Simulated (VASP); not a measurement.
Runs of VASP 6.6.1 on BaTiO3. The structure is that of space group Pm-3m (No. 221), or close to it. The cells are those of the table. 

```csv
task,level,U,cell,k mesh,cutoff (eV),smearing,gap on the mesh (eV),pressure (GPa),relaxed volume (Å³/atom)
single point,PBEsol,-,"a = 4.085 Å, 5 atoms",7 × 7 × 7,520,fermi-dirac 0.05 eV,(b),-11.2,-
single point,PBEsol,-,"a = 3.905 Å, 5 atoms",7 × 7 × 7,520,fermi-dirac 0.05 eV,1.90,12.4,-
single point,PBEsol,-,"a = 3.935 Å, 5 atoms",7 × 7 × 7,520,fermi-dirac 0.05 eV,1.86,7.2,-
single point,PBE,-,"a = 3.924 Å, 5 atoms",7 × 7 × 7,520,fermi-dirac 0.05 eV,1.92,16.0,-
single point,PBE+U,Ti d U = 6.0 eV,"a = 4.006 Å, 5 atoms",6 × 6 × 6,520,methfessel-paxton 0.1 eV,2.48,8.2,-
single point,PBEsol+U,Ti d U = 1.0 eV,"a = 4.006 Å, 5 atoms",7 × 7 × 7,520,fermi-dirac 0.05 eV,1.86,-2.0,-
relaxation of cell and atoms,PBEsol,-,"relaxed from a = 4.006 Å, 5 atoms",7 × 7 × 7,600,fermi-dirac 0.05 eV,(a),0.0,12.64
relaxation of cell and atoms,PBEsol,-,"relaxed to 30 GPa from a = 4.006 Å, 5 atoms",7 × 7 × 7,600,fermi-dirac 0.05 eV,1.92,29.9,-
single point,PBEsol+U,Ti d U = 5.0 eV,"a = 4.006 Å, 5 atoms",7 × 7 × 7,520,fermi-dirac 0.05 eV,2.35,1.2,-
single point,PBE,-,"a = 4.006 Å, 5 atoms",8 × 8 × 8,520,gaussian 0.1 eV,1.74,3.5,-
single point,PBEsol,-,"a = 3.924 Å, 5 atoms",7 × 7 × 7,520,fermi-dirac 0.05 eV,1.88,9.0,-
relaxation of cell and atoms,PBEsol+D4,-,"relaxed from a = 4.006 Å, 5 atoms",7 × 7 × 7,600,fermi-dirac 0.05 eV,1.81,0.0,12.52
```

Alike in all rows: potentials or basis VASP PAW PBE potentials, release 64 (Ba_sv, Ti_sv, O); no spin polarisation.

Problem. Estimate the missing entries.

Solution. (a) 1.79; (b) 1.64.

Caveats: spin-orbit coupling is left out, which moves the levels of the heavy elements; the PAW data sets were made with another functional, which shifts forces and pressure a little (some runs); the cell is relaxed towards a set pressure, so the enthalpy falls and the energy may rise (some runs).

A k mesh can miss the band edges, and the runs leave out spin-orbit coupling on Ba.
